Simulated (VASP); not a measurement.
# MgO in VASP: notebook, part 2 of 2

VASP 6.6.1. Earlier steps stand in the parts before.

### Step 3. G0W0 quasiparticle levels, PBE

This run uses another cell than the first one, of 10.00 Å³/atom.

POSCAR

```
MgO
1.0
    0.0000000000      2.1547216021      2.1547216021
    2.1547216021      0.0000000000      2.1547216021
    2.1547216021      2.1547216021      0.0000000000
Mg O
1 1
Direct
    0.0000000000      0.0000000000      0.0000000000
    0.5000000000      0.5000000000      0.5000000000
```

INCAR.step1

```
ALGO = Normal
EDIFF = 1E-8
ENCUT = 500
GGA = PE
ISMEAR = 0
LASPH = True
LCHARG = False
LREAL = False
LWAVE = True
NELM = 80
PREC = Accurate
SIGMA = 0.01
```

INCAR.step2

```
ALGO = Exact
EDIFF = 1E-8
ENCUT = 500
GGA = PE
ISMEAR = 0
ISTART = 1
LASPH = True
LCHARG = False
LOPTICS = True
LREAL = False
LWAVE = True
NBANDS = 87
NELM = 1
PREC = Accurate
SIGMA = 0.01
```

INCAR.step3

```
ALGO = EVGW0
EDIFF = 1E-8
ENCUT = 500
ENCUTGW = 150.0
GGA = PE
ISMEAR = 0
ISTART = 1
LASPH = True
LCHARG = False
LREAL = False
LWAVE = False
NBANDS = 87
NBANDSGW = 12
NELMGW = 1
NOMEGA = 96
OMEGAMAX = 20
PREC = Accurate
PRECFOCK = Fast
SIGMA = 0.01
```

KPOINTS

```
k-points
0
Gamma
  6 6 6
```

Potentials or basis: VASP PAW PBE potentials, release 64 (Mg_GW, O_GW).

Command:

```console
$ cat potpaw_PBE.64/Mg_GW/POTCAR potpaw_PBE.64/O_GW/POTCAR > POTCAR
$ cp INCAR.step1 INCAR
$ mpirun -np 1 vasp_std > vasp.out
$ cp INCAR.step2 INCAR
$ mpirun -np 1 vasp_std > vasp.out
$ cp INCAR.step3 INCAR
$ mpirun -np 1 vasp_std > vasp.out
```

OUTCAR:

```text
EDIFF = 1E-8
   ENCUT = 500
   ENCUTGW = 150.0
   GGA = PE
   ISMEAR = 0
   ISTART = 1
   LASPH = True
   LREAL = False
   NELMGW = 1
   PREC = Accurate
   PRECFOCK = Fast

 ion  position               nearest neighbor table
   1  0.000  0.000  0.000-   2 2.15   2 2.15   2 2.15   2 2.15   2 2.15   2 2.15
   2  0.500  0.500  0.500-   1 2.15   1 2.15   1 2.15   1 2.15   1 2.15   1 2.15

  LATTYP: Found a face centered cubic cell.
 ALAT       =     4.3094432042

  Lattice vectors:

 A1 = (   0.0000000000,   2.1547216021,   2.1547216021)
 A2 = (   2.1547216021,   0.0000000000,   2.1547216021)
 A3 = (   2.1547216021,   2.1547216021,   0.0000000000)

Analysis of symmetry for initial positions (statically):
=====================================================================
 Subroutine PRICEL returns:
 Original cell was already a primitive cell.

 Routine SETGRP: Setting up the symmetry group for a
 face centered cubic supercell.

 Subroutine GETGRP returns: Found 48 space group operations
 (whereof 48 operations were pure point group operations)
 out of a pool of 48 trial point group operations.

The static configuration has the point symmetry O_h .

Analysis of symmetry for dynamics (positions and initial velocities):
=====================================================================
 Subroutine PRICEL returns:
 Original cell was already a primitive cell.

 Routine SETGRP: Setting up the symmetry group for a
 face centered cubic supercell.

 Subroutine GETGRP returns: Found 48 space group operations
 (whereof 48 operations were pure point group operations)
 out of a pool of 48 trial point group operations.

The dynamic configuration has the point symmetry O_h .

 Subroutine INISYM returns: Found 48 space group operations
 (whereof 48 operations are pure point group operations),
 and found     1 'primitive' translations

----------------------------------------------------------------------------------------

                                     Primitive cell

  volume of cell :      20.0080

  direct lattice vectors                    reciprocal lattice vectors
     0.000000000  2.154721602  2.154721602    -0.232048539  0.232048539  0.232048539
     2.154721602  0.000000000  2.154721602     0.232048539 -0.232048539  0.232048539
     2.154721602  2.154721602  0.000000000     0.232048539  0.232048539 -0.232048539

  length of vectors
     3.047236513  3.047236513  3.047236513     0.401919860  0.401919860  0.401919860

  position of ions in fractional coordinates (direct lattice)
     0.000000000  0.000000000  0.000000000
     0.500000000  0.500000000  0.500000000

  ion indices of the primitive-cell ions
   primitive index   ion index
                 1           1
                 2           2

[... 19 lines left out ...]
     0.000000000  0.000000000  0.000000000

 Subroutine IBZKPT returns following result:
 ===========================================

 Found     16 irreducible k-points:

 Following reciprocal coordinates:
            Coordinates               Weight
  0.000000  0.000000  0.000000      1.000000
  0.166667  0.000000  0.000000      8.000000
  0.333333  0.000000  0.000000      8.000000
  0.500000  0.000000  0.000000      4.000000
  0.166667  0.166667  0.000000      6.000000
  0.333333  0.166667  0.000000     24.000000
[... 8 lines left out ...]
 -0.333333  0.333333  0.166667     24.000000
 -0.333333  0.500000  0.166667     12.000000
   k-points           NKPTS =     16   k-points in BZ     NKDIM =    216   number of bands    NBANDS=     87
   number of dos      NEDOS =    301   number of ions     NIONS =      2
   total plane-waves  NPLWV =  13824
   dimension x,y,z NGX =    24 NGY =   24 NGZ =   24
   dimension x,y,z NGXF=    48 NGYF=   48 NGZF=   48
   ions per type =               1   1
   NGX,Y,Z   is equivalent  to a cutoff of  13.09, 13.09, 13.09 a.u.
   NGXF,Y,Z  is equivalent  to a cutoff of  26.19, 26.19, 26.19 a.u.
 SYSTEM =  unknown system
   PREC   = accura    normal or accurate (medium, high low for compatibility)
   ISTART =      1    job   : 0-new  1-cont  2-samecut
   ICHARG =      0    charge: 1-file 2-atom 10-const
   ISPIN  =      1    spin polarized calculation?
   LNONCOLLINEAR =      F non collinear calculations
   LSORBIT =      F    spin-orbit coupling
   LASPH  =      T    aspherical Exc in radial PAW
   ENCUT  =  500.0 eV  36.75 Ry    6.06 a.u.   5.56  5.56  5.56*2*pi/ulx,y,z
   NELM   =     60;   NELMIN=  2; NELMDL=  0     # of ELM steps
   EDIFF  = 0.1E-07   stopping-criterion for ELM
   LREAL  =      F    real-space projection
   EDIFFG = 0.1E-06   stopping-criterion for IOM
   NSW    =      0    number of steps for IOM
   IBRION =     -1    ionic relax: 0-MD 1-quasi-New 2-CG
   NFREE  =      0    steps in history (QN), initial steepest desc. (CG)
   ISIF   =      0    stress and relaxation
   ISYM   =      3    0-nonsym 1-usesym 2-fastsym
   POTIM  = 0.5000    time-step for ionic-motion
   TEBEG  =    0.0;   TEEND  =   0.0 temperature during run
   PSTRESS=    0.0 pullay stress
   NELECT =       8.0000    total number of electrons
   NUPDOWN=      -1.0000    fix difference up-down
   EMIN   =  10.00;   EMAX   =-10.00  energy-range for DOS
   EFERMI =   0.00;   METHOD = LEGACY
   ISMEAR =     0;   SIGMA  =   0.01  broadening in eV -4-tet -1-fermi 0-gaus
   EFERMI_NEDOS =   21; number of points for ismear=-14 and -15
   IALGO  =     38    algorithm
   IMIX   =      4    mixing-type and parameters
     AMIX     =   0.40;   BMIX     =  1.00
     AMIX_MAG =   1.60;   BMIX_MAG =  1.00
  volume/ion in A,a.u.               =      10.00        67.51
  Fermi-wavevector in a.u.,A,eV,Ry     =   1.206064  2.279130 19.790901  1.454590
  Thomas-Fermi vector in A             =   2.341742
   LORBIT       =      0    0 simple, 1 ext, 2 COOP (PROOUT), +10 PAW based schemes
   GGA     = PE    functional components
   LHFCALC =     T    Hartree Fock is set to
   PRECFOCK=fast      Normal, Fast or Accurate (Low or Medium for compatibility)
   ENCUT4O =  -1.0   cutoff for four orbital integrals eV
   NKREDX  =     1    reduce k-point grid by
   NKREDY  =     1    reduce k-point grid by
   NKREDZ  =     1    reduce k-point grid by
   AEXX    =    1.0000 exact exchange contribution
   HFSCREEN=    0.0000 screening length (either q_TF or 0.3 A-1)
   HFSCREENC=   0.0000 screening length for correlation (either q_TF or 0.3 A-1)
   ENCUTFOCK=  -1.0 apply spherical cutoff to Coloumb kernel
   IVDW    =     0    specifies the selected vdW correction
   LEPSILON=     F    determine dielectric tensor
   LRPA    =     F    only Hartree local field effects (RPA)
   LRPAFORCE           =     F    calculate RPA forces
   ENCUTGW             = 150.0    cutoff for response function in eV
   ENCUTGWSOFT         = 120.0    soft cutoff for Coulomb kernel in GW response function in eV
   ENCUTLF             =  -1.0    cutoff for local field effects
   NELMGW              =     1    number of iterations in solving QP/BSE equation
   NELMHF              =     1    number of iterations in the inner HF iteration
   NKREDLFX            =     1    NKREDLFY  =   1   NKREDLFZ  =   1
 non-spin polarized calculation
 Gauss-broadening in eV      SIGMA  =   0.01
  energy-cutoff  :      500.00
  volume of cell :       20.01
 maximum number of plane-waves:       531
 NGX is ok and might be reduce to    24
  NGX = 14; NGY = 14; NGZ = 14
   NGX = 11   NGY = 11   NGZ = 11
 maximum number of plane-waves:        92
 NGX is ok and might be reduce to    14

 QP shifts <psi_nk| G(iteration)W_0 |psi_nk>: iteration 1
 for sc-GW calculations column KS-energies equals QP-energies in previous step
 and V_xc(KS)=  KS-energies - (<T + V_ion + V_H > + <T+V_H+V_ion>^1  + <V_x>^1)

 k-point   1 :       0.0000    0.0000    0.0000
  band No.  KS-energies  QP-energies   sigma(KS)   V_xc(KS)     V^pw_x(r,r')   Z            occupation Imag(sigma)

      1     -14.2458     -16.1833     -21.0174     -18.1715     -29.8741       0.6808       2.0000       1.0976
      2       2.6865       1.4724     -21.1233     -19.5555     -24.9825       0.7744       2.0000       0.0451
      3       2.6865       1.4724     -21.1233     -19.5555     -24.9825       0.7744       2.0000       0.0451
      4       2.6865       1.4724     -21.1233     -19.5555     -24.9825       0.7744       2.0000       0.0451
      5       6.7736       7.9111     -10.4039     -11.7641      -7.2338       0.8362       0.0000      -0.0413
      6      18.1031      19.2335      -7.4056      -8.7852      -2.9310       0.8193       0.0000      -0.0862
      7      18.1031      19.2335      -7.4056      -8.7852      -2.9310       0.8193       0.0000      -0.0862
      8      18.1031      19.2335      -7.4056      -8.7852      -2.9310       0.8193       0.0000      -0.0862
      9      21.8440      22.1830      -7.2237      -7.6657      -1.5849       0.7669       0.0000      -0.4626
     10      23.5394      24.9374      -7.8741      -9.5952      -3.1075       0.8122       0.0000      -0.1706
     11      23.5394      24.9374      -7.8741      -9.5952      -3.1075       0.8122       0.0000      -0.1706
     12      25.4273      26.8141      -7.5348      -9.2883      -1.8450       0.7909       0.0000      -0.4687
[... 228 lines left out ...]
      1     -12.8599     -14.8969     -22.5983     -19.7860     -31.2667       0.7243       2.0000       1.0069
      2      -0.6256      -2.3333     -17.7440     -15.4852     -21.8305       0.7560       2.0000       0.0695
      3       0.6092      -0.9566     -18.8308     -16.7830     -22.8033       0.7646       2.0000       0.0573
      4       1.1321      -0.3400     -19.4202     -17.5010     -23.3814       0.7670       2.0000       0.0530
      5      12.9521      14.1655      -9.2830     -10.7606      -5.2705       0.8213       0.0000      -0.0582
      6      13.3105      14.8027      -8.6792     -10.4828      -4.6747       0.8274       0.0000      -0.0561
      7      14.5580      16.1875     -11.8975     -13.9744      -7.4906       0.7846       0.0000      -0.0809
      8      18.2194      19.6562      -9.0042     -10.8131      -4.0678       0.7943       0.0000      -0.1607
      9      21.8590      23.2316      -9.1990     -10.9774      -3.6809       0.7718       0.0000      -0.3032
     10      26.3725      27.4687      -7.8009      -9.1704      -2.2280       0.8004       0.0000      -0.5741
     11      27.6867      29.4607      -8.7605     -10.8764      -3.4688       0.8384       0.0000      -0.6418
     12      29.8832      31.7157      -9.3556     -11.5038      -3.6157       0.8531       0.0000      -0.8415
```

Run time: 3.5 min. Hardware: 1 thread of AMD EPYC 9R45 (Zen 5), shared host; peak memory 0.35 GiB.

Results:

* Quasiparticle gap: 6.44 eV
* Least direct quasiparticle gap: 6.44 eV
* Band gap of the starting levels on the mesh: 4.09 eV
* Least direct gap of the starting levels on the mesh: 4.09 eV

Caveat: the k points lie up to 0.42 Å⁻¹ apart; the cutoff is under 1.25 times the usual one of these potentials, so pressure, stress and relaxed cells hold a basis-set (Pulay) error; bands, screening cutoff and mesh are small and nothing is extrapolated, so the quasiparticle values aren't converged.
